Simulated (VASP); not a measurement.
# AlN (R-3m) in VASP: further runs

Runs on AlN. Level: PBE. Tasks: single point.

All numbers are computed with VASP 6.6.1; they aren't measurements. Logs are shortened: lines on timing, memory, paths and dates and some standing lists are left out, and cuts for length are marked.

**1. The cell of the first run**

It takes space group R-3m (No. 166, trigonal). Conventional cell: a = 2.782 Å, b = 2.782 Å, c = 7.239 Å, α = 90.00°, β = 90.00°, γ = 120.00°. Within 2.7 Å of Al (site symmetry -3m) lie 6 N at 2.01 Å. Within 2.7 Å of N (site symmetry -3m) lie 6 Al at 2.01 Å.

**2. Single point, PBE**

File INCAR:

```
SYSTEM = AlN
ALGO = Normal ; EDIFF = 1E-7
ENCUT = 520 ; GGA = PE
ISIF = 2 ; ISMEAR = 0
LASPH = .True. ; LCHARG = .False.
LREAL = .False. ; LWAVE = .False.
NBANDS = 11 ; NELM = 100
PREC = Accurate ; SIGMA = 0.05
```

File KPOINTS:

```
k-points
0
Gamma
  10 10 10
  0 0 0
```

File POSCAR:

```
AlN
1.0
    0.0814535749      2.0489312307      2.0489312307
    2.0489312307      0.0814535749      2.0489312307
    2.0489312307      2.0489312307      0.0814535749
Al N
1 1
Direct
    0.5000000000      0.5000000000      0.5000000000
    0.0000000000      0.0000000000      0.0000000000
```

Potentials or basis: VASP PAW PBE potentials, release 64 (Al, N).

Started as:

```sh
$ cat potpaw_PBE.64/Al/POTCAR potpaw_PBE.64/N/POTCAR > POTCAR
$ mpirun -np 1 vasp_std > vasp.out
```

OUTCAR:

```text
SYSTEM = AlN
   EDIFF = 1E-7
   ENCUT = 520
   GGA = PE
   ISIF = 2
   ISMEAR = 0
   LASPH = .True.
   LREAL = .False.
   NELM = 100
   PREC = Accurate

 ion  position               nearest neighbor table
   1  0.500  0.500  0.500-   2 2.01   2 2.01   2 2.01   2 2.01   2 2.01   2 2.01
   2  0.000  0.000  0.000-   1 2.01   1 2.01   1 2.01   1 2.01   1 2.01   1 2.01

  LATTYP: Found a trigonal (rhomboedric) cell.
 ALAT       =     2.8987709570
 COS(alpha) =     0.5393280015

  Lattice vectors:

 A1 = (   0.0814535749,   2.0489312307,   2.0489312307)
 A2 = (   2.0489312307,   0.0814535749,   2.0489312307)
 A3 = (   2.0489312307,   2.0489312307,   0.0814535749)

Analysis of symmetry for initial positions (statically):
=====================================================================
 Subroutine PRICEL returns:
 Original cell was already a primitive cell.

 Routine SETGRP: Setting up the symmetry group for a
 trigonal (rhombohedral) supercell.

 Subroutine GETGRP returns: Found 12 space group operations
 (whereof 12 operations were pure point group operations)
 out of a pool of 12 trial point group operations.

The static configuration has the point symmetry D_3d.

Analysis of symmetry for dynamics (positions and initial velocities):
=====================================================================
 Subroutine PRICEL returns:
 Original cell was already a primitive cell.

 Routine SETGRP: Setting up the symmetry group for a
 trigonal (rhombohedral) supercell.

 Subroutine GETGRP returns: Found 12 space group operations
 (whereof 12 operations were pure point group operations)
 out of a pool of 12 trial point group operations.

The dynamic configuration has the point symmetry D_3d.

 Subroutine INISYM returns: Found 12 space group operations
 (whereof 12 operations are pure point group operations),
 and found     1 'primitive' translations

----------------------------------------------------------------------------------------

                                     Primitive cell

  volume of cell :      16.1780

  direct lattice vectors                    reciprocal lattice vectors
     0.081453575  2.048931231  2.048931231    -0.259085456  0.249179529  0.249179529
     2.048931231  0.081453575  2.048931231     0.249179529 -0.259085456  0.249179529
     2.048931231  2.048931231  0.081453575     0.249179529  0.249179529 -0.259085456

  length of vectors
     2.898770957  2.898770957  2.898770957     0.437385583  0.437385583  0.437385583

  position of ions in fractional coordinates (direct lattice)
     0.500000000  0.500000000  0.500000000
     0.000000000  0.000000000  0.000000000

  ion indices of the primitive-cell ions
   primitive index   ion index
                 1           1
                 2           2

----------------------------------------------------------------------------------------

 KPOINTS: k-points

Automatic generation of k-mesh.
 Grid dimensions read from file:
 generate k-points for:   10   10   10

 Generating k-lattice:

  Cartesian coordinates                     Fractional coordinates (reciprocal lattice)
    -0.025908546  0.024917953  0.024917953     0.100000000 -0.000000000 -0.000000000
     0.024917953 -0.025908546  0.024917953    -0.000000000  0.100000000 -0.000000000
     0.024917953  0.024917953 -0.025908546    -0.000000000 -0.000000000  0.100000000

  Length of vectors
     0.043738558  0.043738558  0.043738558

  Shift w.r.t. Gamma in fractional coordinates (k-lattice)
     0.000000000  0.000000000  0.000000000

 Subroutine IBZKPT returns following result:
 ===========================================

 Found    116 irreducible k-points:

 Following reciprocal coordinates:
            Coordinates               Weight
  0.000000  0.000000  0.000000      1.000000
  0.100000 -0.000000 -0.000000      6.000000
  0.200000 -0.000000 -0.000000      6.000000
  0.300000 -0.000000 -0.000000      6.000000
  0.400000 -0.000000 -0.000000      6.000000
  0.500000 -0.000000 -0.000000      3.000000
[... 16 lines left out ...]
  0.300000  0.300000  0.000000      6.000000
  0.400000  0.300000  0.000000     12.000000
 [... further k-points ...]
   k-points           NKPTS =    116   k-points in BZ     NKDIM =    116   number of bands    NBANDS=     11
   number of dos      NEDOS =    301   number of ions     NIONS =      2
   total plane-waves  NPLWV =  13824
   dimension x,y,z NGX =    24 NGY =   24 NGZ =   24
   dimension x,y,z NGXF=    48 NGYF=   48 NGZF=   48
   ions per type =               1   1
   NGX,Y,Z   is equivalent  to a cutoff of  13.76, 13.76, 13.76 a.u.
   NGXF,Y,Z  is equivalent  to a cutoff of  27.53, 27.53, 27.53 a.u.
 SYSTEM =  AlN
   PREC   = accura    normal or accurate (medium, high low for compatibility)
   ISTART =      0    job   : 0-new  1-cont  2-samecut
   ICHARG =      2    charge: 1-file 2-atom 10-const
   ISPIN  =      1    spin polarized calculation?
   LNONCOLLINEAR =      F non collinear calculations
   LSORBIT =      F    spin-orbit coupling
   LASPH  =      T    aspherical Exc in radial PAW
   ENCUT  =  520.0 eV  38.22 Ry    6.18 a.u.   5.39  5.39  5.39*2*pi/ulx,y,z
   NELM   =    100;   NELMIN=  2; NELMDL= -5     # of ELM steps
   EDIFF  = 0.1E-06   stopping-criterion for ELM
   LREAL  =      F    real-space projection
   EDIFFG = 0.1E-05   stopping-criterion for IOM
   NSW    =      0    number of steps for IOM
   IBRION =     -1    ionic relax: 0-MD 1-quasi-New 2-CG
   NFREE  =      0    steps in history (QN), initial steepest desc. (CG)
   ISIF   =      2    stress and relaxation
   ISYM   =      2    0-nonsym 1-usesym 2-fastsym
   POTIM  = 0.5000    time-step for ionic-motion
   TEBEG  =    0.0;   TEEND  =   0.0 temperature during run
   PSTRESS=    0.0 pullay stress
   NELECT =       8.0000    total number of electrons
   NUPDOWN=      -1.0000    fix difference up-down
   EMIN   =  10.00;   EMAX   =-10.00  energy-range for DOS
   EFERMI =   0.00;   METHOD = LEGACY
   ISMEAR =     0;   SIGMA  =   0.05  broadening in eV -4-tet -1-fermi 0-gaus
   EFERMI_NEDOS =   21; number of points for ismear=-14 and -15
   IALGO  =     38    algorithm
   IMIX   =      4    mixing-type and parameters
     AMIX     =   0.40;   BMIX     =  1.00
     AMIX_MAG =   1.60;   BMIX_MAG =  1.00
  volume/ion in A,a.u.               =       8.09        54.59
  Fermi-wavevector in a.u.,A,eV,Ry     =   1.294583  2.446407 22.802616  1.675945
  Thomas-Fermi vector in A             =   2.426157
   LORBIT       =      0    0 simple, 1 ext, 2 COOP (PROOUT), +10 PAW based schemes
   GGA     = PE    functional components
   LHFCALC =     F    Hartree Fock is set to
   AEXX    =    0.0000 exact exchange contribution
   IVDW    =     0    specifies the selected vdW correction
   LEPSILON=     F    determine dielectric tensor
   LRPA    =     F    only Hartree local field effects (RPA)
 non-spin polarized calculation
 Gauss-broadening in eV      SIGMA  =   0.05
  energy-cutoff  :      520.00
  volume of cell :       16.18
 maximum number of plane-waves:       447
 NGX is ok and might be reduce to    24

 number of electron       8.0000000 magnetization

 Free energy of the ion-electron system (eV)
  ---------------------------------------------------
  ext. energy  EPLUGINS =         0.00000000
  ---------------------------------------------------
  free energy    TOTEN  =       -14.44083012 eV

  energy without entropy =      -14.44083012  energy(sigma->0) =      -14.44083012

 E-fermi :  10.8660     XC(G=0): -12.3874

 val. band max:       10.5611420916   @ k =   0.0000   0.0000   0.0000
 cond. band min:      14.5853545279   @ k =   0.5000   0.5000   0.0000
 fundamental gap:      4.0242124363
 Fermi energy:        10.8659969985

 k-point     1 :       0.0000    0.0000    0.0000
  band No.  band energies     occupation
      1      -7.4955      2.00000
      2       9.6457      2.00000
      3      10.5611      2.00000
      4      10.5611      2.00000
      5      15.9934      0.00000
      6      21.5582      0.00000
      7      23.1044      0.00000
      8      23.1044      0.00000
      9      27.3944      0.00000
     10      28.2597      0.00000
     11      28.2597      0.00000

 k-point     2 :       0.1000   -0.0000   -0.0000
  band No.  band energies     occupation
      1      -7.2796      2.00000
      2       9.2845      2.00000
      3       9.7947      2.00000
      4      10.4168      2.00000
      5      16.5387      0.00000
      6      21.7042      0.00000
      7      22.2678      0.00000
      8      23.3364      0.00000
      9      26.3724      0.00000
     10      26.9465      0.00000
     11      28.6417      0.00000

 k-point     3 :       0.2000   -0.0000   -0.0000
  band No.  band energies     occupation
      1      -6.6508      2.00000
      2       7.2831      2.00000
      3       9.3497      2.00000
      4      10.0677      2.00000
      5      17.0389      0.00000
      6      21.3102      0.00000
      7      22.5498      0.00000
      8      23.2195      0.00000
      9      25.4314      0.00000
     10      26.8052      0.00000
     11      28.0507      0.00000

 k-point     4 :       0.3000   -0.0000   -0.0000
  band No.  band energies     occupation
      1      -5.6839      2.00000
      2       4.9026      2.00000
      3       9.0300      2.00000
      4       9.6822      2.00000
      5      16.7028      0.00000
      6      21.8984      0.00000
      7      22.2390      0.00000
      8      22.3861      0.00000
      9      26.5934      0.00000
     10      27.3575      0.00000
     11      28.5680      0.00000
[... 239 lines left out ...]
 k-point    22 :      -0.2000    0.2000    0.0000
  band No.  band energies     occupation
      1      -5.3475      2.00000
      2       5.3810      2.00000
      3       7.3692      2.00000
      4       9.2958      2.00000
      5      18.5023      0.00000
      6      20.0477      0.00000
      7      21.2727      0.00000
      8      22.7757      0.00000
      9      25.1041      0.00000
     10      30.3796      0.00000
     11      30.9200      0.00000

 k-point    23 :       0.3000    0.3000    0.0000
  band No.  band energies     occupation
      1      -5.1831      2.00000
      2       5.3709      2.00000
      3       7.8090      2.00000
      4       8.5993      2.00000
      5      16.5084      0.00000
      6      17.8195      0.00000
      7      22.0251      0.00000
      8      26.0744      0.00000
      9      26.3606      0.00000
     10      31.0485      0.00000
     11      34.1980      0.00000

 k-point    24 :       0.4000    0.3000    0.0000
  band No.  band energies     occupation
      1      -4.3945      2.00000
      2       4.3619      2.00000
      3       7.5184      2.00000
      4       7.7557      2.00000
      5      15.9081      0.00000
      6      17.9365      0.00000
      7      22.4976      0.00000
      8      26.0722      0.00000
      9      27.0288      0.00000
     10      32.2757      0.00000
     11      35.4395      0.00000

 [... further k-points ...]
[... 5 lines left out ...]
  --------------------------------------------------------------------------------------
  -------------------------------------------------------------------------------------
  Total        1.1437394      1.1437394      1.1437394     -1.3959256     -1.3959256     -1.3959256
  in kB      113.2694595    113.2694595    113.2694595   -138.2445476   -138.2445476   -138.2445476
  external PRESSURE =     113.2694595 kB  Pullay stress =       0.0000000 kB

 VOLUME and BASIS-vectors are now :
 -----------------------------------------------------------------------------
  energy-cutoff  :      520.00
  volume of cell :       16.18
      direct lattice vectors                 reciprocal lattice vectors
     0.081453575  2.048931231  2.048931231    -0.259085456  0.249179529  0.249179529
     2.048931231  0.081453575  2.048931231     0.249179529 -0.259085456  0.249179529
     2.048931231  2.048931231  0.081453575     0.249179529  0.249179529 -0.259085456

 POSITION                                       TOTAL-FORCE (eV/Angst)
 -----------------------------------------------------------------------------------
      2.08966      2.08966      2.08966         0.000000      0.000000     -0.000000
      0.00000      0.00000      0.00000        -0.000000     -0.000000      0.000000
 -----------------------------------------------------------------------------------
    total drift:                                0.000000     -0.000000     -0.000000

  FREE ENERGIE OF THE ION-ELECTRON SYSTEM (eV)
  ---------------------------------------------------
  free  energy   TOTEN  =       -14.4408301209 eV

  energy  without entropy=      -14.4408301209  energy(sigma->0) =      -14.44083012
```

Run time: 33 s. Hardware: 1 thread of AMD EPYC 7R43 (Zen 3), shared host; peak memory 0.11 GiB.

What came out:

* Free energy: -14.4408 eV
* Pressure: 11.3 GPa
* Band gap on the k mesh: 4.02 eV, indirect (least direct gap 5.43 eV)

Stress tensor (GPa, compression positive):
```
 11.33 -13.82 -13.82
-13.82  11.33 -13.82
-13.82 -13.82  11.33
```

**3. Single point, PBE**

This run uses another cell than the first one, of the same volume but with other edges.

File INCAR:

```
PREC     = Accurate       # precision mode
ENCUT    = 520            # plane-wave cutoff, eV
EDIFF    = 1E-6           # SCF threshold, eV
ISMEAR   = 0              # smearing method
SIGMA    = 0.05           # smearing width, eV
LREAL    = F              # projectors in reciprocal space
LASPH    = T              # aspherical terms in the spheres
NELM     = 60             # most SCF steps
ALGO     = Normal         # electronic algorithm
ISIF     = 2              # what is computed and relaxed
LWAVE    = F              # write WAVECAR
LCHARG   = F              # write CHGCAR
GGA      = PE             # functional
NBANDS   = 11             # bands
```

File KPOINTS:

```
Automatic mesh
0
Gamma
  10 10 10
```

File POSCAR:

```
AlN
1.0
   -0.0401477728      1.9875175224      1.9875175224
    1.9875175224     -0.0401477728      1.9875175224
    1.9875175224      1.9875175224     -0.0401477728
Al N
1 1
Direct
    0.5000000000      0.5000000000      0.5000000000
    0.0000000000      0.0000000000      0.0000000000
```

Potentials or basis: VASP PAW PBE potentials, release 64 (Al, N).

Started as:

```sh
$ cat potpaw_PBE.64/Al/POTCAR potpaw_PBE.64/N/POTCAR > POTCAR
$ mpirun -np 1 vasp_std > vasp.out
```

It took 37 s on 1 thread of AMD EPYC 7R43 (Zen 3), shared host; peak memory 0.11 GiB.

The run converged. Its results:

```yaml
Free_energy: -14.5040 eV
Pressure: 11.1 GPa
Band_gap_on_the_k_mesh: 4.36 eV, indirect (least direct gap 5.67 eV)
```

Stress tensor (GPa, compression positive):
```
11.08  6.28  6.28
 6.28 11.08  6.28
 6.28  6.28 11.08
```

Levels at points of the mesh, in eV from the valence-band top:
```tsv
k point	band 1	band 2	band 3	band 4	band 5	band 6	band 7	band 8
(0.00, 0.00, 0.00)	-18.02	-0.41	-0.41	0.00	5.67	11.65	11.65	12.65
(0.50, 0.00, 0.00)	-14.73	-8.79	-1.45	-1.18	6.11	10.88	11.28	13.21
(0.50, 0.50, 0.00)	-13.66	-7.80	-3.34	-2.91	4.36	5.18	13.98	17.20
(0.50, 0.50, 0.50)	-14.51	-8.50	-1.60	-1.60	5.58	10.42	10.42	13.64
```

A k mesh can miss the band edges. PBE gaps usually lie below the measured ones, often by a third to a half.

(Continued in part 2 of 2.)
